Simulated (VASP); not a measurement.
# LiOs12 (a cell with a defect) in VASP: single point with PBE

Aim: the single point of LiOs12 (a cell with a defect) with PBE.

Program: VASP 6.6.1. These are calculated values, not measurements. Logs are shortened: lines on timing, memory, paths and dates and some standing lists are left out, and cuts for length are marked.

### Step 1. The cell of the first run

The cell holds a defect, 13 atoms: a = 5.480 Å, b = 8.220 Å, c = 4.326 Å, α = 90.00°, β = 90.00°, γ = 120.00°.

### Step 2. Single point, PBE

Contents of INCAR:

```
SYSTEM = LiOs12
PREC = Accurate
ENCUT = 520
EDIFF = 1E-7
ISMEAR = -1
SIGMA = 0.15
LREAL = .FALSE.
LASPH = .TRUE.
NELM = 80
ALGO = Normal
ISIF = 2
LWAVE = .FALSE.
LCHARG = .FALSE.
GGA = PE
NBANDS = 62
```

Contents of KPOINTS:

```
regular mesh
0
G
  2 2 3
  0 0 0
```

Contents of POSCAR:

```
LiOs12
1.0
    5.4800000000      0.0000000000      0.0000000000
   -4.1100000000      7.1187290000      0.0000000000
    0.0000000000      0.0000000000      4.3264600000
Os Li
12 1
Direct
    0.0131418775     -0.0096261815     -0.0207162294
    0.1656019148      0.1956916914      0.4672327105
   -0.0110414504      0.3150122335      0.0131429355
    0.1680625350      0.5535957989      0.4667011209
    0.0183842586      0.6629178117     -0.0228539397
    0.1803746046      0.8806530863      0.4980606861
    0.5126776098     -0.0092897055     -0.0174208485
    0.6738983904      0.2083470431      0.5035625765
    0.5244227632      0.3174123575      0.0142203299
    0.7035659994      0.5563057009      0.4670769544
    0.5266994250      0.6756000622      0.0130144497
    0.6799320112      0.8806995139      0.5009569606
    0.3466134609      0.4356105877      0.7403391934
```

Potentials or basis: VASP PAW PBE potentials, release 64 (Os, Li_sv).

Launch:

```bash
$ cat potpaw_PBE.64/Os/POTCAR potpaw_PBE.64/Li_sv/POTCAR > POTCAR
$ mpirun -np 1 vasp_std > vasp.out
```

OUTCAR:

```text
SYSTEM = LiOs12
   PREC = Accurate
   ENCUT = 520
   EDIFF = 1E-7
   ISMEAR = -1
   LREAL = .FALSE.
   LASPH = .TRUE.
   NELM = 80
   ISIF = 2
   GGA = PE

 ion  position               nearest neighbor table
   1  0.013  0.990  0.979-   2 2.57  12 2.60   6 2.61  11 2.63   2 2.65   5 2.71   7 2.74   3 2.74
                             6 2.74   7 2.74   9 2.75  12 2.76
   2  0.166  0.196  0.467-  13 2.08   1 2.57   3 2.59   9 2.60  12 2.63   6 2.63   1 2.65   8 2.74
                             8 2.75   3 2.90   9 2.92   4 2.94  10 2.96
   3  0.989  0.315  0.013-  13 2.07   9 2.56   2 2.59   4 2.60   8 2.60   7 2.64   8 2.66   1 2.74
                             5 2.79   2 2.90   4 2.91   9 2.92  11 2.96
   4  0.168  0.554  0.467-  13 2.06  10 2.56   5 2.59   3 2.60  11 2.60   6 2.66   5 2.66  12 2.75
                             8 2.78   3 2.91  11 2.91  10 2.92   2 2.94
   5  0.018  0.663  0.977-   6 2.59   4 2.59  10 2.59   4 2.66  10 2.67   7 2.70   1 2.71   6 2.74
                            11 2.74  11 2.75   9 2.78   3 2.79
   6  0.180  0.881  0.498-   5 2.59   1 2.61   7 2.62   2 2.63  10 2.64   4 2.66   8 2.70   7 2.73
                             5 2.74  12 2.74   1 2.74  12 2.74
   7  0.513  0.991  0.983-   8 2.59  12 2.61   6 2.62  11 2.63   3 2.64   9 2.66   5 2.70   6 2.73
                             8 2.74   1 2.74  12 2.74   1 2.74
   8  0.674  0.208  0.504-   9 2.59   7 2.59   3 2.60   9 2.66   3 2.66   6 2.70  12 2.71   7 2.74
                             2 2.74   2 2.75   4 2.78  10 2.79
   9  0.524  0.317  0.014-  13 2.06   3 2.56   8 2.59  10 2.59   2 2.60   7 2.66   8 2.66   1 2.75
                             5 2.78  10 2.91   2 2.92   3 2.92  11 2.94
  10  0.704  0.556  0.467-  13 2.07   4 2.56  11 2.59   5 2.59   9 2.59   6 2.64   5 2.67  12 2.74
                             8 2.79  11 2.90   9 2.91   4 2.92   2 2.96
  11  0.527  0.676  0.013-  13 2.08  12 2.57  10 2.59   4 2.60   1 2.63   7 2.63  12 2.65   5 2.74
                             5 2.75  10 2.90   4 2.91   9 2.94   3 2.96
  12  0.680  0.881  0.501-  11 2.57   1 2.60   7 2.61   2 2.63  11 2.65   8 2.71   6 2.74  10 2.74
                             7 2.74   6 2.74   4 2.75   1 2.76
  13  0.347  0.436  0.740-   9 2.06   4 2.06  10 2.07   3 2.07  11 2.08   2 2.08

  LATTYP: Found a simple monoclinic cell.
 ALAT       =     5.4800000000
 B/A-ratio  =     0.7895000000
 C/A-ratio  =     1.3228756879
 COS(beta)  =    -0.1889822319

  Lattice vectors:

 A1 = (   5.4800000000,   0.0000000000,   0.0000000000)
 A2 = (   0.0000000000,   0.0000000000,   4.3264600000)
 A3 = (  -1.3700000000,  -7.1187290000,   0.0000000000)

Analysis of symmetry for initial positions (statically):
=====================================================================
 Subroutine PRICEL returns:
 Original cell was already a primitive cell.

 Routine SETGRP: Setting up the symmetry group for a
 simple monoclinic supercell.

 Subroutine GETGRP returns: Found  1 space group operations
 (whereof  1 operations were pure point group operations)
 out of a pool of  4 trial point group operations.

The static configuration has the point symmetry C_1 .

Analysis of symmetry for dynamics (positions and initial velocities):
=====================================================================
 Subroutine PRICEL returns:
 Original cell was already a primitive cell.

 Routine SETGRP: Setting up the symmetry group for a
 simple monoclinic supercell.

 Subroutine GETGRP returns: Found  1 space group operations
 (whereof  1 operations were pure point group operations)
 out of a pool of  4 trial point group operations.

The dynamic configuration has the point symmetry C_1 .

 Subroutine INISYM returns: Found  1 space group operations
 (whereof  1 operations are pure point group operations),
 and found     1 'primitive' translations

----------------------------------------------------------------------------------------

                                     Primitive cell

  volume of cell :     168.7780

  direct lattice vectors                    reciprocal lattice vectors
     5.480000000  0.000000000  0.000000000     0.182481752  0.105355886  0.000000000
    -4.110000000  7.118729000  0.000000000     0.000000000  0.140474514  0.000000000
     0.000000000  0.000000000  4.326460000     0.000000000  0.000000000  0.231135848
[... 46 lines left out ...]
     0.091240876  0.052677943  0.000000000     0.500000000  0.000000000  0.000000000
     0.000000000  0.070237257  0.000000000     0.000000000  0.500000000  0.000000000
     0.000000000  0.000000000  0.077045283     0.000000000  0.000000000  0.333333333

  Length of vectors
     0.105355888  0.070237257  0.077045283

  Shift w.r.t. Gamma in fractional coordinates (k-lattice)
     0.000000000  0.000000000  0.000000000

 Subroutine IBZKPT returns following result:
 ===========================================

 Found      8 irreducible k-points:

 Following reciprocal coordinates:
            Coordinates               Weight
  0.000000  0.000000  0.000000      1.000000
  0.500000  0.000000  0.000000      1.000000
  0.000000  0.500000  0.000000      1.000000
  0.500000  0.500000  0.000000      1.000000
  0.000000  0.000000  0.333333      2.000000
  0.500000  0.000000  0.333333      2.000000
  0.000000  0.500000  0.333333      2.000000
  0.500000  0.500000  0.333333      2.000000
   k-points           NKPTS =      8   k-points in BZ     NKDIM =      8   number of bands    NBANDS=     62
   number of dos      NEDOS =    301   number of ions     NIONS =     13
   total plane-waves  NPLWV =  86016
   dimension x,y,z NGX =    42 NGY =   64 NGZ =   32
   dimension x,y,z NGXF=    84 NGYF=  128 NGZF=   64
   ions per type =              12   1
   NGX,Y,Z   is equivalent  to a cutoff of  12.74, 12.94, 12.30 a.u.
   NGXF,Y,Z  is equivalent  to a cutoff of  25.48, 25.89, 24.59 a.u.
 SYSTEM =  LiOs12
   PREC   = accura    normal or accurate (medium, high low for compatibility)
   ISTART =      0    job   : 0-new  1-cont  2-samecut
   ICHARG =      2    charge: 1-file 2-atom 10-const
   ISPIN  =      1    spin polarized calculation?
   LNONCOLLINEAR =      F non collinear calculations
   LSORBIT =      F    spin-orbit coupling
   LASPH  =      T    aspherical Exc in radial PAW
   ENCUT  =  520.0 eV  38.22 Ry    6.18 a.u.  10.19 15.28  8.04*2*pi/ulx,y,z
   NELM   =     80;   NELMIN=  2; NELMDL= -5     # of ELM steps
   EDIFF  = 0.1E-06   stopping-criterion for ELM
   LREAL  =      F    real-space projection
   EDIFFG = 0.1E-05   stopping-criterion for IOM
   NSW    =      0    number of steps for IOM
   IBRION =     -1    ionic relax: 0-MD 1-quasi-New 2-CG
   NFREE  =      0    steps in history (QN), initial steepest desc. (CG)
   ISIF   =      2    stress and relaxation
   ISYM   =      2    0-nonsym 1-usesym 2-fastsym
   POTIM  = 0.5000    time-step for ionic-motion
   TEBEG  =    0.0;   TEEND  =   0.0 temperature during run
   PSTRESS=    0.0 pullay stress
   NELECT =      99.0000    total number of electrons
   NUPDOWN=      -1.0000    fix difference up-down
   EMIN   =  10.00;   EMAX   =-10.00  energy-range for DOS
   EFERMI =   0.00;   METHOD = LEGACY
   ISMEAR =    -1;   SIGMA  =   0.15  broadening in eV -4-tet -1-fermi 0-gaus
   EFERMI_NEDOS =   21; number of points for ismear=-14 and -15
   IALGO  =     38    algorithm
   IMIX   =      4    mixing-type and parameters
     AMIX     =   0.40;   BMIX     =  1.00
     AMIX_MAG =   1.60;   BMIX_MAG =  1.00
  volume/ion in A,a.u.               =      12.98        87.61
  Fermi-wavevector in a.u.,A,eV,Ry     =   1.370402  2.589684 25.551765  1.878002
  Thomas-Fermi vector in A             =   2.496191
   LORBIT       =      0    0 simple, 1 ext, 2 COOP (PROOUT), +10 PAW based schemes
   GGA     = PE    functional components
   LHFCALC =     F    Hartree Fock is set to
   AEXX    =    0.0000 exact exchange contribution
   IVDW    =     0    specifies the selected vdW correction
   LEPSILON=     F    determine dielectric tensor
   LRPA    =     F    only Hartree local field effects (RPA)
 non-spin polarized calculation
  energy-cutoff  :      520.00
  volume of cell :      168.78
 maximum number of plane-waves:      4560
 NGX is ok and might be reduce to    42
   NGX = 21   NGY = 31   NGZ = 17

 number of electron      98.9999999 magnetization

 Free energy of the ion-electron system (eV)
  ---------------------------------------------------
  ext. energy  EPLUGINS =         0.00000000
  ---------------------------------------------------
  free energy    TOTEN  =      -130.90063566 eV

  energy without entropy =     -130.21068451  energy(sigma->0) =     -130.55566009

 E-fermi :   9.8264     XC(G=0): -14.0968

 val. band max:        9.7956163049   @ k =   0.0000   0.0000   0.3333
 cond. band min:       9.8506461634   @ k =   0.0000   0.0000   0.0000
 fundamental gap:      0.0550298584
 Fermi energy:         9.8264466835

 k-point     1 :       0.0000    0.0000    0.0000
  band No.  band energies     occupation
      1     -35.7466      2.00000
      2      -1.1898      2.00000
      3       1.7189      2.00000
      4       1.8608      2.00000
      5       2.0264      2.00000
      6       2.3900      2.00000
[... 501 lines left out ...]
     60      11.8171      0.00000
     61      11.9529      0.00000
 [bands above 61 left out]

------------------------ aborting loop because EDIFF is reached ----------------------------------------

  FORCE on cell =-STRESS in cart. coord.  units (eV):
  Direction    XX          YY          ZZ          XY          YZ          ZX
  --------------------------------------------------------------------------------------
  -------------------------------------------------------------------------------------
  Total       27.7671507     32.4848475     34.5826067     -0.6330586     -0.3165863      0.3230387
  in kB      263.5883359    308.3725440    328.2861773     -6.0095063     -3.0052945      3.0665459
  external PRESSURE =     300.0823524 kB  Pullay stress =       0.0000000 kB

 VOLUME and BASIS-vectors are now :
 -----------------------------------------------------------------------------
  energy-cutoff  :      520.00
  volume of cell :      168.78
      direct lattice vectors                 reciprocal lattice vectors
     5.480000000  0.000000000  0.000000000     0.182481752  0.105355886  0.000000000
    -4.110000000  7.118729000  0.000000000     0.000000000  0.140474514  0.000000000
     0.000000000  0.000000000  4.326460000     0.000000000  0.000000000  0.231135848

 POSITION                                       TOTAL-FORCE (eV/Angst)
 -----------------------------------------------------------------------------------
     -3.99842      7.05020      4.23683        -0.024607      0.005676      0.004884
      0.10321      1.39308      2.02146        -0.011362     -0.073314     -0.057389
      4.12479      2.24249      0.05686        -0.023288     -0.018943      0.045712
     -1.35430      3.94090      2.01916        -0.055721      0.042051     -0.063549
     -2.62385      4.71913      4.22758         0.017135     -0.018320     -0.019583
     -2.63103      6.26913      2.15484         0.003362     -0.009381      0.033373
     -1.26235      7.05260      4.25109        -0.001420     -0.018713     -0.047031
      2.83666      1.48317      2.17864         0.019773      0.016432      0.005700
      1.56927      2.25957      0.06152         0.047226     -0.025349      0.055977
      1.56913      3.96019      2.02079         0.040131      0.021532     -0.049198
      0.10960      4.80941      0.05631         0.010406      0.065739      0.074069
      0.10635      6.26946      2.16737        -0.017395      0.021631      0.014428
      0.10908      3.10099      3.20305        -0.004240     -0.009041      0.002606
 -----------------------------------------------------------------------------------
    total drift:                                0.000578     -0.000413      0.000358

  FREE ENERGIE OF THE ION-ELECTRON SYSTEM (eV)
  ---------------------------------------------------
  free  energy   TOTEN  =      -130.9006356590 eV

  energy  without entropy=     -130.2106845132  energy(sigma->0) =     -130.55566009
```

Wall time 4.3 min (1 thread of Oxide Virtual Turin-like, shared host); peak memory 0.26 GiB.

What came out:

```yaml
Free_energy: -130.9006 eV
Largest_force: 0.100 eV/Å
```

Forces on the atoms (eV/Å):
```
Os  -0.025  0.006  0.005
Os  -0.011 -0.073 -0.057
Os  -0.023 -0.019  0.046
Os  -0.056  0.042 -0.064
Os   0.017 -0.018 -0.020
Os   0.003 -0.009  0.033
Os  -0.001 -0.019 -0.047
Os   0.020  0.016  0.006
Os   0.047 -0.025  0.056
Os   0.040  0.022 -0.049
Os   0.010  0.066  0.074
Os  -0.017  0.022  0.014
Li  -0.004 -0.009  0.003
```

Levels at points of the mesh, in eV from the Fermi level:
```tsv
k point	band 46	band 47	band 48	band 49	band 50	band 51	band 52	band 53
(0.00, 0.00, 0.00)	-0.21	0.02	0.08	0.30	0.36	0.61	0.87	1.01
(0.50, 0.00, 0.00)	-0.99	-0.97	-0.87	-0.55	-0.28	-0.14	-0.10	-0.07
(0.00, 0.50, 0.00)	-1.72	-1.44	-1.32	-1.00	0.54	0.78	1.57	1.76
(0.50, 0.50, 0.00)	-1.31	-1.27	-0.97	-0.42	-0.32	-0.31	0.30	0.37
```

Caveat: the k points lie up to 0.66 Å⁻¹ apart; the cutoff is under 1.25 times the usual one of these potentials, so pressure, stress and relaxed cells hold a basis-set (Pulay) error; spin-orbit coupling is left out, which moves the levels of the heavy elements.
